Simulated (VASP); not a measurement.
# ZnS in VASP: further runs, part 2 of 2

VASP 6.6.1. The steps go on from the part before.

### Step 3. Single point, PBE

This run uses another cell than the first one, of 314.17 Å³/atom, 1.191 times its volume.

Contents of INCAR:

```
SYSTEM = ZnS
PREC     = Accurate       ! precision mode
ENCUT    = 520            ! plane-wave cutoff, eV
EDIFF    = 1E-6           ! SCF threshold, eV
ISMEAR   = 0              ! smearing method
SIGMA    = 0.02           ! smearing width, eV
LREAL    = .FALSE.        ! projectors in reciprocal space
LASPH    = .TRUE.         ! aspherical terms in the spheres
NELM     = 80             ! most SCF steps
ALGO     = Normal         ! electronic algorithm
ISIF     = 2              ! what is computed and relaxed
LWAVE    = .FALSE.        ! write WAVECAR
LCHARG   = .TRUE.         ! write CHGCAR
LDIPOL   = .TRUE.       
IDIPOL   = 3            
DIPOL    = 0.5 0.5 0.302
GGA      = PE             ! functional
LELF     = .TRUE.         ! ELF
LVHAR    = .TRUE.       
LVACPOTAV= .TRUE.       
NBANDS   = 16             ! bands
```

Contents of KPOINTS:

```
regular mesh
0
G
  6 8 1
  0 0 0
```

Contents of POSCAR:

```
ZnS
1.0
    5.9331291599      0.0000000000      0.0000000000
    0.0000000000      3.9956165745      0.0000000000
    0.0000000000      0.0000000000     26.5046502400
Zn S
1 1
Direct
    0.0000000000      0.5000000000      0.2877717841
    0.0000000000      0.0000000000      0.3158958687
```

Potentials or basis: VASP PAW PBE potentials, release 64 (Zn, S).

On the command line:

```bash
> cat potpaw_PBE.64/Zn/POTCAR potpaw_PBE.64/S/POTCAR > POTCAR
> mpirun -np 1 vasp_std > vasp.out
```

OUTCAR:

```text
SYSTEM = ZnS
   PREC = Accurate
   ENCUT = 520
   EDIFF = 1E-6
   ISMEAR = 0
   LREAL = .FALSE.
   LASPH = .TRUE.
   NELM = 80
   ISIF = 2
   GGA = PE

 ion  position               nearest neighbor table
   1  0.000  0.500  0.288-   2 2.13   2 2.13
   2  0.000  0.000  0.316-   1 2.13   1 2.13

  LATTYP: Found a simple orthorhombic cell.
 ALAT       =     3.9956165745
 B/A-ratio  =     1.4849095376
 C/A-ratio  =     6.6334318486

  Lattice vectors:

 A1 = (   0.0000000000,  -3.9956165745,   0.0000000000)
 A2 = (   5.9331291599,   0.0000000000,   0.0000000000)
 A3 = (   0.0000000000,   0.0000000000,  26.5046502400)

Analysis of symmetry for initial positions (statically):
=====================================================================
 Subroutine PRICEL returns:
 Original cell was already a primitive cell.

 Routine SETGRP: Setting up the symmetry group for a
 simple orthorhombic supercell.

 Subroutine GETGRP returns: Found  4 space group operations
 (whereof  4 operations were pure point group operations)
 out of a pool of  8 trial point group operations.

The static configuration has the point symmetry C_2v.

Analysis of symmetry for dynamics (positions and initial velocities):
=====================================================================
 Subroutine PRICEL returns:
 Original cell was already a primitive cell.

 Routine SETGRP: Setting up the symmetry group for a
 simple orthorhombic supercell.

 Subroutine GETGRP returns: Found  4 space group operations
 (whereof  4 operations were pure point group operations)
 out of a pool of  8 trial point group operations.

The dynamic configuration has the point symmetry C_2v.

 Subroutine INISYM returns: Found  4 space group operations
 (whereof  4 operations are pure point group operations),
 and found     1 'primitive' translations

----------------------------------------------------------------------------------------

                                     Primitive cell

  volume of cell :     628.3327

  direct lattice vectors                    reciprocal lattice vectors
     5.933129160  0.000000000  0.000000000     0.168545126  0.000000000  0.000000000
     0.000000000  3.995616575  0.000000000     0.000000000  0.250274265  0.000000000
     0.000000000  0.000000000 26.504650240     0.000000000  0.000000000  0.037729228

  length of vectors
     5.933129160  3.995616575 26.504650240     0.168545126  0.250274265  0.037729228

  position of ions in fractional coordinates (direct lattice)
     0.000000000  0.500000000  0.287771784
     0.000000000  0.000000000  0.315895869

  ion indices of the primitive-cell ions
   primitive index   ion index
                 1           1
                 2           2

----------------------------------------------------------------------------------------

 KPOINTS: regular mesh

Automatic generation of k-mesh.
 Grid dimensions read from file:
 generate k-points for:    6    8    1

 Generating k-lattice:

  Cartesian coordinates                     Fractional coordinates (reciprocal lattice)
     0.028090854  0.000000000  0.000000000     0.166666667  0.000000000  0.000000000
     0.000000000  0.031284283  0.000000000     0.000000000  0.125000000  0.000000000
     0.000000000  0.000000000  0.037729228     0.000000000  0.000000000  1.000000000

  Length of vectors
     0.028090854  0.031284283  0.037729228

  Shift w.r.t. Gamma in fractional coordinates (k-lattice)
     0.000000000  0.000000000  0.000000000

 Subroutine IBZKPT returns following result:
 ===========================================

 Found     20 irreducible k-points:

 Following reciprocal coordinates:
            Coordinates               Weight
  0.000000  0.000000  0.000000      1.000000
  0.166667  0.000000  0.000000      2.000000
  0.333333  0.000000  0.000000      2.000000
  0.500000  0.000000  0.000000      1.000000
  0.000000  0.125000  0.000000      2.000000
  0.166667  0.125000  0.000000      4.000000
[... 12 lines left out ...]
  0.333333  0.500000  0.000000      2.000000
  0.500000  0.500000  0.000000      1.000000
   k-points           NKPTS =     20   k-points in BZ     NKDIM =     20   number of bands    NBANDS=     16
   number of dos      NEDOS =    301   number of ions     NIONS =      2
   total plane-waves  NPLWV = 288000
   dimension x,y,z NGX =    48 NGY =   30 NGZ =  200
   dimension x,y,z NGXF=    96 NGYF=   60 NGZF=  400
   ions per type =               1   1
   NGX,Y,Z   is equivalent  to a cutoff of  13.45, 12.48, 12.54 a.u.
   NGXF,Y,Z  is equivalent  to a cutoff of  26.90, 24.96, 25.09 a.u.
 SYSTEM =  ZnS
   PREC   = accura    normal or accurate (medium, high low for compatibility)
   ISTART =      0    job   : 0-new  1-cont  2-samecut
   ICHARG =      2    charge: 1-file 2-atom 10-const
   ISPIN  =      1    spin polarized calculation?
   LNONCOLLINEAR =      F non collinear calculations
   LSORBIT =      F    spin-orbit coupling
   LASPH  =      T    aspherical Exc in radial PAW
   ENCUT  =  520.0 eV  38.22 Ry    6.18 a.u.  11.03  7.43 49.28*2*pi/ulx,y,z
   NELM   =     80;   NELMIN=  2; NELMDL= -5     # of ELM steps
   EDIFF  = 0.1E-05   stopping-criterion for ELM
   LREAL  =      F    real-space projection
   EDIFFG = 0.1E-04   stopping-criterion for IOM
   NSW    =      0    number of steps for IOM
   IBRION =     -1    ionic relax: 0-MD 1-quasi-New 2-CG
   NFREE  =      0    steps in history (QN), initial steepest desc. (CG)
   ISIF   =      2    stress and relaxation
   ISYM   =      2    0-nonsym 1-usesym 2-fastsym
   POTIM  = 0.5000    time-step for ionic-motion
   TEBEG  =    0.0;   TEEND  =   0.0 temperature during run
   PSTRESS=    0.0 pullay stress
   NELECT =      18.0000    total number of electrons
   NUPDOWN=      -1.0000    fix difference up-down
   EMIN   =  10.00;   EMAX   =-10.00  energy-range for DOS
   EFERMI =   0.00;   METHOD = LEGACY
   ISMEAR =     0;   SIGMA  =   0.02  broadening in eV -4-tet -1-fermi 0-gaus
   EFERMI_NEDOS =   21; number of points for ismear=-14 and -15
   IALGO  =     38    algorithm
   IMIX   =      4    mixing-type and parameters
     AMIX     =   0.40;   BMIX     =  1.00
     AMIX_MAG =   1.60;   BMIX_MAG =  1.00
  volume/ion in A,a.u.               =     314.17      2120.10
  Fermi-wavevector in a.u.,A,eV,Ry     =   0.500921  0.946603  3.413997  0.250922
  Thomas-Fermi vector in A             =   1.509171
   LORBIT       =      0    0 simple, 1 ext, 2 COOP (PROOUT), +10 PAW based schemes
   GGA     = PE    functional components
   LHFCALC =     F    Hartree Fock is set to
   AEXX    =    0.0000 exact exchange contribution
   IVDW    =     0    specifies the selected vdW correction
   LEPSILON=     F    determine dielectric tensor
   LRPA    =     F    only Hartree local field effects (RPA)
 non-spin polarized calculation
 Gauss-broadening in eV      SIGMA  =   0.02
  energy-cutoff  :      520.00
  volume of cell :      628.33
 maximum number of plane-waves:     16966
 NGX is ok and might be reduce to    48
   NGX = 23   NGY = 15   NGZ = 99

 dipolmoment           0.000000      0.000000     -0.000006 electrons x Angstroem

 number of electron      18.0000025 magnetization

 dipolmoment           0.000000      0.000000      0.210229 electrons x Angstroem

 Free energy of the ion-electron system (eV)
  ---------------------------------------------------
  ext. energy  EPLUGINS =         0.00000000
  ---------------------------------------------------
  free energy    TOTEN  =        -5.30084867 eV

  energy without entropy =       -5.30084867  energy(sigma->0) =       -5.30084867

 E-fermi :  -5.1615     XC(G=0):  -1.1394

 val. band max:       -5.2540598052   @ k =   0.0000   0.5000   0.0000
 cond. band min:      -2.8986762069   @ k =   0.0000   0.0000   0.0000
 fundamental gap:      2.3553835982
 Fermi energy:        -5.1615273659

 k-point     1 :       0.0000    0.0000    0.0000
  band No.  band energies     occupation
      1     -17.0783      2.00000
      2     -11.9888      2.00000
      3     -11.6079      2.00000
      4     -11.5643      2.00000
      5     -11.5369      2.00000
      6     -11.3463      2.00000
[... 8 lines left out ...]
     15       0.9954      0.00000
     16       1.1934      0.00000
[... 344 lines left out ...]
  band No.  band energies     occupation
      1     -16.4893      2.00000
      2     -12.2755      2.00000
      3     -11.6644      2.00000
      4     -11.5640      2.00000
      5     -11.5501      2.00000
      6     -11.4731      2.00000
[... 8 lines left out ...]
     15       2.8251      0.00000
     16       3.2835      0.00000

------------------------ aborting loop because EDIFF is reached ----------------------------------------

  FORCE on cell =-STRESS in cart. coord.  units (eV):
  Direction    XX          YY          ZZ          XY          YZ          ZX
  --------------------------------------------------------------------------------------
  -------------------------------------------------------------------------------------
  Total        0.0109728      0.0964345      0.0166767      0.0000000      0.0000000      0.0000000
  in kB        0.0279793      0.2458970      0.0425236      0.0000000      0.0000000      0.0000000
  external PRESSURE =       0.1054666 kB  Pullay stress =       0.0000000 kB

 VOLUME and BASIS-vectors are now :
 -----------------------------------------------------------------------------
  energy-cutoff  :      520.00
  volume of cell :      628.33
      direct lattice vectors                 reciprocal lattice vectors
     5.933129160  0.000000000  0.000000000     0.168545126  0.000000000  0.000000000
     0.000000000  3.995616575  0.000000000     0.000000000  0.250274265  0.000000000
     0.000000000  0.000000000 26.504650240     0.000000000  0.000000000  0.037729228

 POSITION                                       TOTAL-FORCE (eV/Angst)
 -----------------------------------------------------------------------------------
      0.00000      1.99781      7.62729         0.000000      0.000000     -0.023359
      0.00000      0.00000      8.37271         0.000000      0.000000      0.023359
 -----------------------------------------------------------------------------------
    total drift:                               -0.000000      0.000000     -0.000939

  FREE ENERGIE OF THE ION-ELECTRON SYSTEM (eV)
  ---------------------------------------------------
  free  energy   TOTEN  =        -5.3008486707 eV

  energy  without entropy=       -5.3008486707  energy(sigma->0) =       -5.30084867

 vacuum level on the upper side and lower side of the slab         1.269        -0.336
```

It took 2.5 min on 1 thread of AMD EPYC 9R45 (Zen 5), shared host; peak memory 0.67 GiB.

Results:

```yaml
Free_energy: -5.3008 eV
Largest_force: 0.023 eV/Å
Band_gap_on_the_k_mesh: 2.36 eV, indirect (least direct gap 2.76 eV)
```

Forces in eV/Å, atoms in the order of the input:
```
Zn   0.000  0.000 -0.023
S    0.000  0.000  0.023
```

Levels at points of the mesh, in eV from the valence-band top:
| k point | band 7 | band 8 | band 9 | band 10 | band 11 | band 12 |
| --- | --- | --- | --- | --- | --- | --- |
| (0.00, 0.00, 0.00) | -1.65 | -1.60 | -0.93 | 2.36 | 4.27 | 5.13 |
| (0.50, 0.00, 0.00) | -1.65 | -1.57 | -1.07 | 2.53 | 4.68 | 4.75 |
| (0.00, 0.50, 0.00) | -4.17 | -0.79 | 0.00 | 2.76 | 4.55 | 6.24 |
| (0.50, 0.50, 0.00) | -4.15 | -0.78 | -0.08 | 2.85 | 3.96 | 7.07 |

### Step 4. Single point, PBE

This run uses another cell than the first one, of 314.17 Å³/atom, 1.191 times its volume.

Contents of INCAR:

```
PREC = Accurate ; ENCUT = 520
EDIFF = 1E-6 ; ISMEAR = 0
SIGMA = 0.02 ; LREAL = False
LASPH = True ; NELM = 60
ALGO = Normal ; ISIF = 2
LWAVE = False ; LCHARG = False
LDIPOL = True ; IDIPOL = 3
DIPOL = 0.5 0.5 0.302 ; GGA = PE
NBANDS = 16
```

Contents of KPOINTS:

```
regular mesh
0
Gamma
  6 8 1
```

POSCAR is that of step 3.

On the command line:

```bash
> cat potpaw_PBE.64/Zn/POTCAR potpaw_PBE.64/S/POTCAR > POTCAR
> mpirun -np 1 vasp_std > vasp.out
```

Wall time 2.5 min (1 thread of AMD EPYC 9R45 (Zen 5), shared host); peak memory 0.67 GiB.

It converged, with:

```yaml
Free_energy: -5.3008 eV
Largest_force: 0.023 eV/Å
Band_gap_on_the_k_mesh: 2.36 eV, indirect (least direct gap 2.76 eV)
```

Forces on the atoms (eV/Å):
```
Zn   0.000  0.000 -0.023
S    0.000  0.000  0.023
```

Levels at points of the mesh, in eV from the valence-band top:
| k point | band 7 | band 8 | band 9 | band 10 | band 11 | band 12 |
| --- | --- | --- | --- | --- | --- | --- |
| (0.00, 0.00, 0.00) | -1.65 | -1.60 | -0.93 | 2.36 | 4.27 | 5.13 |
| (0.50, 0.00, 0.00) | -1.65 | -1.57 | -1.07 | 2.53 | 4.68 | 4.75 |
| (0.00, 0.50, 0.00) | -4.17 | -0.79 | 0.00 | 2.76 | 4.55 | 6.24 |
| (0.50, 0.50, 0.00) | -4.15 | -0.78 | -0.08 | 2.85 | 3.96 | 7.07 |
